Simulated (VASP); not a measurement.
# MgCu3H6Cl2O6 (P-3m1) in VASP: electric field gradients with PBE

Aim: the electric field gradients of MgCu3H6Cl2O6 with PBE.

Everything below comes from runs of VASP 6.6.1. Logs are shortened: lines on timing, memory, paths and dates and some standing lists are left out, and cuts for length are marked.

### 1 The cell of the first run

It takes space group P-3m1 (No. 164, trigonal). Conventional cell: a = 6.273 Å, b = 6.273 Å, c = 5.747 Å, α = 90.00°, β = 90.00°, γ = 120.00°. Within 2.9 Å of Mg (site symmetry -3m) lie 6 O at 2.11 Å and 6 H at 2.87 Å. Cu (site symmetry 2/m) has 4 O at 1.99 Å and 4 H at 2.48 Å within 2.6 Å. H (site symmetry m) has 1 O at 0.99 Å within 1.3 Å. Cl (site symmetry 3m) has 3 H at 2.22 Å and 3 Cu at 2.84 Å within 2.9 Å. O (site symmetry m) has 1 H at 0.99 Å within 1.3 Å.

### 2 Electric field gradients, PBE, collinear spin

The input, INCAR:

```
SYSTEM = MgCu3H6Cl2O6
PREC     = Accurate       ! precision mode
ENCUT    = 520            ! plane-wave cutoff, eV
EDIFF    = 1E-8           ! SCF threshold, eV
ISMEAR   = -1             ! smearing method
SIGMA    = 0.02           ! smearing width, eV
LREAL    = Auto         
LASPH    = .TRUE.         ! aspherical terms in the spheres
NELM     = 150            ! most SCF steps
ALGO     = Normal         ! electronic algorithm
ISIF     = 2              ! what is computed and relaxed
LWAVE    = .FALSE.        ! write WAVECAR
LCHARG   = .FALSE.        ! write CHGCAR
ISPIN    = 2              ! spin polarisation
MAGMOM   = 0 1 1 -1 0 0 0 0 0 0 0 0 0 0 0 0 0 0 ! initial moments
LORBIT   = 11             ! projections on sites
LMAXMIX  = 4              ! l up to which the mixer works
GGA      = PE             ! functional
LEFG     = .TRUE.       
NBANDS   = 64             ! bands
KPAR     = 4
```

The input, KPOINTS:

```
regular mesh
0
G
  4 4 4
  0 0 0
```

The input, POSCAR:

```
MgCu3H6Cl2O6
1.0
    6.2733000000      0.0000000000      0.0000000000
   -3.1366500000      5.4328371656      0.0000000000
    0.0000000000      0.0000000000      5.7472000000
Mg Cu H Cl O
1 3 6 2 6
Direct
    0.0000000000      0.0000000000      0.0000000000
    0.5000000000      0.0000000000      0.0000000000
    0.0000000000      0.5000000000      0.0000000000
    0.5000000000      0.5000000000      0.0000000000
    0.2018986280      0.7981013720      0.3225105491
    0.2018986280      0.4037972559      0.3225105491
    0.5962027441      0.7981013720      0.3225105491
    0.7981013720      0.2018986280      0.6774894509
    0.4037972559      0.2018986280      0.6774894509
    0.7981013720      0.5962027441      0.6774894509
    0.6666666667      0.3333333333      0.3815887097
    0.3333333333      0.6666666667      0.6184112903
    0.6498556453      0.8249278226      0.1586450415
    0.1750721774      0.8249278226      0.1586450415
    0.1750721774      0.3501443547      0.1586450415
    0.8249278226      0.6498556453      0.8413549585
    0.8249278226      0.1750721774      0.8413549585
    0.3501443547      0.1750721774      0.8413549585
```

Potentials or basis: VASP PAW PBE potentials, release 64 (Mg, Cu, H, Cl, O).

Started as:

```bash
> cat potpaw_PBE.64/Mg/POTCAR potpaw_PBE.64/Cu/POTCAR potpaw_PBE.64/H/POTCAR potpaw_PBE.64/Cl/POTCAR potpaw_PBE.64/O/POTCAR > POTCAR
> mpirun -np 4 vasp_std > vasp.out
```

OUTCAR:

```text
SYSTEM = MgCu3H6Cl2O6
   PREC = Accurate
   ENCUT = 520
   EDIFF = 1E-8
   ISMEAR = -1
   LREAL = Auto
   LASPH = .TRUE.
   NELM = 150
   ISIF = 2
   ISPIN = 2
   LORBIT = 11
   GGA = PE

 ion  position               nearest neighbor table
   1  0.000  0.000  0.000-  13 2.11  18 2.11  16 2.11  15 2.11  17 2.11  14 2.11   2 3.14   2 3.14
                             4 3.14   3 3.14   3 3.14   4 3.14
   2  0.500  0.000  0.000-  14 1.99  17 1.99  13 1.99  18 1.99   1 3.14   1 3.14
   3  0.000  0.500  0.000-  14 1.99  17 1.99  16 1.99  15 1.99   1 3.14   1 3.14
   4  0.500  0.500  0.000-  15 1.99  16 1.99  13 1.99  18 1.99   1 3.14   1 3.14
   5  0.202  0.798  0.323-  14 0.99
   6  0.202  0.404  0.323-  15 0.99
   7  0.596  0.798  0.323-  13 0.99
   8  0.798  0.202  0.677-  17 0.99
   9  0.404  0.202  0.677-  18 0.99
  10  0.798  0.596  0.677-  16 0.99
  11  0.667  0.333  0.382-
  12  0.333  0.667  0.618-
  13  0.650  0.825  0.159-   7 0.99   4 1.99   2 1.99   1 2.11
  14  0.175  0.825  0.159-   5 0.99   2 1.99   3 1.99   1 2.11
  15  0.175  0.350  0.159-   6 0.99   4 1.99   3 1.99   1 2.11
  16  0.825  0.650  0.841-  10 0.99   4 1.99   3 1.99   1 2.11
  17  0.825  0.175  0.841-   8 0.99   2 1.99   3 1.99   1 2.11
  18  0.350  0.175  0.841-   9 0.99   4 1.99   2 1.99   1 2.11

  LATTYP: Found a hexagonal cell.
 ALAT       =     6.2733000000
 C/A-ratio  =     0.9161366426

  Lattice vectors:

 A1 = (   6.2733000000,   0.0000000000,   0.0000000000)
 A2 = (  -3.1366500000,   5.4328371656,   0.0000000000)
 A3 = (   0.0000000000,   0.0000000000,   5.7472000000)

Analysis of symmetry for initial positions (statically):
=====================================================================
 Subroutine PRICEL returns:
 Original cell was already a primitive cell.

 Routine SETGRP: Setting up the symmetry group for a
 hexagonal supercell.

 Subroutine GETGRP returns: Found 12 space group operations
 (whereof 12 operations were pure point group operations)
 out of a pool of 24 trial point group operations.

The static configuration has the point symmetry D_3d.

Analysis of symmetry for dynamics (positions and initial velocities):
=====================================================================
 Subroutine PRICEL returns:
 Original cell was already a primitive cell.

 Routine SETGRP: Setting up the symmetry group for a
 hexagonal supercell.

 Subroutine GETGRP returns: Found 12 space group operations
 (whereof 12 operations were pure point group operations)
 out of a pool of 24 trial point group operations.

The dynamic configuration has the point symmetry D_3d.

Analysis of structural, dynamic, and magnetic symmetry:
=====================================================================
 Subroutine PRICEL returns:
 Original cell was already a primitive cell.

 Routine SETGRP: Setting up the symmetry group for a
 hexagonal supercell.

 Subroutine GETGRP returns: Found  4 space group operations
 (whereof  4 operations were pure point group operations)
 out of a pool of 24 trial point group operations.

The overall configuration has the point symmetry C_2h.

 Subroutine INISYM returns: Found  4 space group operations
 (whereof  4 operations are pure point group operations),
 and found     1 'primitive' translations

----------------------------------------------------------------------------------------

                                     Primitive cell

  volume of cell :     195.8750

  direct lattice vectors                    reciprocal lattice vectors
     6.273300000  0.000000000  0.000000000     0.159405735  0.092032944  0.000000000
    -3.136650000  5.432837166  0.000000000     0.000000000  0.184065889  0.000000000
     0.000000000  0.000000000  5.747200000     0.000000000  0.000000000  0.173997773

[... 153 lines left out ...]

 Free energy of the ion-electron system (eV)
  ---------------------------------------------------
  ext. energy  EPLUGINS =         0.00000000
  ---------------------------------------------------
  free energy    TOTEN  =       -85.22316076 eV

  energy without entropy =      -85.22316071  energy(sigma->0) =      -85.22316073

 E-fermi :   2.0539     XC(G=0):  -9.4148

 val. band max:        1.8014004906   @ k =   0.0000   0.0000   0.0000
 cond. band min:       2.3028997610   @ k =   0.5000   0.5000   0.0000
 fundamental gap:      0.5014992705
 Fermi energy:         2.0538749396

 spin component 1

 k-point     1 :       0.0000    0.0000    0.0000
  band No.  band energies     occupation
      1     -18.1547      1.00000
      2     -17.6117      1.00000
      3     -17.4786      1.00000
      4     -17.4572      1.00000
      5     -17.4489      1.00000
      6     -17.3566      1.00000
[... 1429 lines left out ...]
     56      10.1228      0.00000
     57      10.8307      0.00000
 Fermi energy:         2.0538749396

 spin component 2

 k-point     1 :       0.0000    0.0000    0.0000
  band No.  band energies     occupation
      1     -18.0676      1.00000
      2     -17.4769      1.00000
      3     -17.4586      1.00000
      4     -17.3557      1.00000
      5     -17.3422      1.00000
      6     -17.2655      1.00000
[... 1429 lines left out ...]
     56      10.1416      0.00000
     57      10.8702      0.00000
 [bands above 57 left out]

------------------------ aborting loop because EDIFF is reached ----------------------------------------

  FORCE on cell =-STRESS in cart. coord.  units (eV):
  Direction    XX          YY          ZZ          XY          YZ          ZX
  --------------------------------------------------------------------------------------
  -------------------------------------------------------------------------------------
  Total        1.4984741      1.4091661      1.8117108     -0.0773430      0.0066719     -0.0115564
  in kB       12.2569034     11.5264010     14.8190515     -0.6326337      0.0545732     -0.0945266
  external PRESSURE =      12.8674520 kB  Pullay stress =       0.0000000 kB

 VOLUME and BASIS-vectors are now :
 -----------------------------------------------------------------------------
  energy-cutoff  :      520.00
  volume of cell :      195.88
      direct lattice vectors                 reciprocal lattice vectors
     6.273300000  0.000000000  0.000000000     0.159405735  0.092032944  0.000000000
    -3.136650000  5.432837166  0.000000000     0.000000000  0.184065889  0.000000000
     0.000000000  0.000000000  5.747200000     0.000000000  0.000000000  0.173997773

 POSITION                                       TOTAL-FORCE (eV/Angst)
 -----------------------------------------------------------------------------------
      0.00000      0.00000      0.00000         0.000000      0.000000      0.000000
      3.13665      0.00000      0.00000         0.000000      0.000000      0.000000
     -1.56832      2.71642      0.00000         0.000000      0.000000      0.000000
      1.56832      2.71642      0.00000         0.000000      0.000000      0.000000
     -1.23679      4.33595      1.85353         0.028907     -0.016689      0.080447
      0.00000      2.19376      1.85353         0.004164      0.011562      0.092263
[... 10 lines left out ...]
      4.62588      0.95114      4.83544         0.050033     -0.028886      0.078623
      1.64742      0.95114      4.83544        -0.003879     -0.006744      0.104665
 -----------------------------------------------------------------------------------
    total drift:                               -0.000000      0.000000      0.000000

  FREE ENERGIE OF THE ION-ELECTRON SYSTEM (eV)
  ---------------------------------------------------
  free  energy   TOTEN  =       -85.2231607591 eV

  energy  without entropy=      -85.2231607070  energy(sigma->0) =      -85.22316073

 Electric field gradients (V/A^2)
---------------------------------------------------------------------
 ion       V_xx      V_yy      V_zz      V_xy      V_xz      V_yz
---------------------------------------------------------------------
   1      -5.144    -5.222    10.366    -0.068     0.116    -0.067
   2      54.691   -34.358   -20.334     4.846     2.922   -90.396
   3     -16.292    36.626   -20.334   -36.137    79.746    42.667
   4     -17.803    29.904   -12.101    41.316   -79.136    45.689
   5     -14.606   -16.660    31.266    -1.779    12.555    -7.248
   6     -17.598   -13.684    31.282     0.005     0.006    14.520
[... 10 lines left out ...]
  17     -48.962   -30.941    79.903    15.607    15.806    -9.126
  18     -50.734   -26.396    77.130   -21.030   -19.035   -10.709
---------------------------------------------------------------------

 Electric field gradients after diagonalization (V/A^2)
 (convention: |V_zz| > |V_xx| > |V_yy|)
----------------------------------------------------------------------
 ion       V_xx      V_yy      V_zz     asymmetry (V_yy - V_xx)/ V_zz
----------------------------------------------------------------------
   1      -5.262    -5.106    10.368       0.015
   2      63.474    54.717  -118.191       0.074
   3      63.474    54.717  -118.191       0.074
   4      65.687    53.758  -119.445       0.100
   5     -17.857   -17.687    35.544       0.005
   6     -17.965   -17.598    35.563       0.010
[... 10 lines left out ...]
  17     -60.348   -21.931    82.278       0.467
  18     -66.190   -14.269    80.458       0.645
----------------------------------------------------------------------

           NMR quadrupolar parameters

 Cq : quadrupolar parameter    Cq=e*Q*V_zz/h
 eta: asymmetry parameters     (V_yy - V_xx)/ V_zz
 Q  : nuclear electric quadrupole moment in mb (millibarn)
----------------------------------------------------------------------
 ion       Cq(MHz)       eta       Q (mb)
----------------------------------------------------------------------
   1       0.025       0.015       1.000
   2      -0.286       0.074       1.000
   3      -0.286       0.074       1.000
   4      -0.289       0.100       1.000
   5       0.086       0.005       1.000
   6       0.086       0.010       1.000
[... 10 lines left out ...]
  17       0.199       0.467       1.000
  18       0.195       0.645       1.000
----------------------------------------------------------------------

 total charge

# of ion       s       p       d       tot
------------------------------------------
    1        0.126   0.142   0.061   0.329
    2        0.347   0.358   9.094   9.799
    3        0.347   0.358   9.094   9.799
    4        0.347   0.358   9.096   9.800
    5        0.592   0.122   0.000   0.714
    6        0.592   0.122   0.000   0.714
[... 10 lines left out ...]
   17        1.554   3.562   0.000   5.116
   18        1.555   3.561   0.000   5.116
--------------------------------------------------
tot         17.241  30.395  27.344  74.980

 magnetization (x)

# of ion       s       p       d       tot
------------------------------------------
    1       -0.001   0.000  -0.000  -0.000
    2       -0.005  -0.004   0.603   0.594
    3       -0.005  -0.004   0.603   0.594
    4        0.004   0.003  -0.578  -0.571
    5       -0.002   0.002   0.000   0.000
    6        0.000  -0.000   0.000   0.000
[... 10 lines left out ...]
   17        0.010   0.151   0.000   0.161
   18        0.000   0.001   0.000   0.001
--------------------------------------------------
tot          0.010   0.315   0.627   0.952
```

Wall time 8 min (4 MPI ranks of Intel Xeon Platinum 8488C (Sapphire Rapids), shared host); peak memory 0.67 GiB.

Results:

```yaml
Free_energy: -85.2232 eV
Pressure: 1.3 GPa
Largest_force: 0.105 eV/Å
Band_gap_on_the_k_mesh: 0.50 eV (least direct gap 0.67 eV)
Net_moment: 1.00 μB per cell
Site_moments: Mg -0.00; Cu +0.59, -0.57 (each value once); H +0.00; Cl +0.00; O +0.00, +0.16 (each value once) μB
Largest_electric_field_gradient_by_atom: Mg +10.4; Cu -118.2, -119.4 (each value once); H +35.5, +35.6 (each value once); Cl +41.3; O +80.5, +82.3 (each value once) V/Å²
Valence_electrons_inside_the_program's_atomic_spheres: Mg 0.33; Cu 9.80; H 0.71; Cl 5.14; O 5.12
```

Forces on the atoms (eV/Å):
```
Mg   0.000  0.000  0.000
Cu   0.000  0.000  0.000
Cu   0.000  0.000  0.000
Cu   0.000  0.000  0.000
H    0.029 -0.017  0.080
H    0.004  0.012  0.092
H   -0.008 -0.009  0.092
H   -0.029  0.017 -0.080
H    0.008  0.009 -0.092
H   -0.004 -0.012 -0.092
Cl   0.002 -0.001  0.013
Cl  -0.002  0.001 -0.013
O    0.004  0.007 -0.105
O   -0.050  0.029 -0.079
O   -0.004 -0.007 -0.105
O    0.004  0.007  0.105
O    0.050 -0.029  0.079
O   -0.004 -0.007  0.105
```

Electric field gradients, principal values (V/Å²):
```csv
atom,least,middle,greatest (by size)
1 Mg,-5.106,-5.262,10.368
2 Cu,54.717,63.474,-118.191
3 Cu,54.717,63.474,-118.191
4 Cu,53.758,65.687,-119.445
5 H,-17.687,-17.857,35.544
6 H,-17.598,-17.965,35.563
7 H,-17.598,-17.965,35.563
8 H,-17.687,-17.857,35.544
9 H,-17.598,-17.965,35.563
10 H,-17.598,-17.965,35.563
11 Cl,-19.925,-21.337,41.262
12 Cl,-19.925,-21.337,41.262
13 O,-14.269,-66.190,80.458
14 O,-21.931,-60.348,82.278
15 O,-14.269,-66.190,80.458
16 O,-14.269,-66.190,80.458
17 O,-21.931,-60.348,82.278
18 O,-14.269,-66.190,80.458
```

Caveat: without QUAD_EFG the Cq values of the log hold for a quadrupole moment of 1 mb, not for the nuclei.
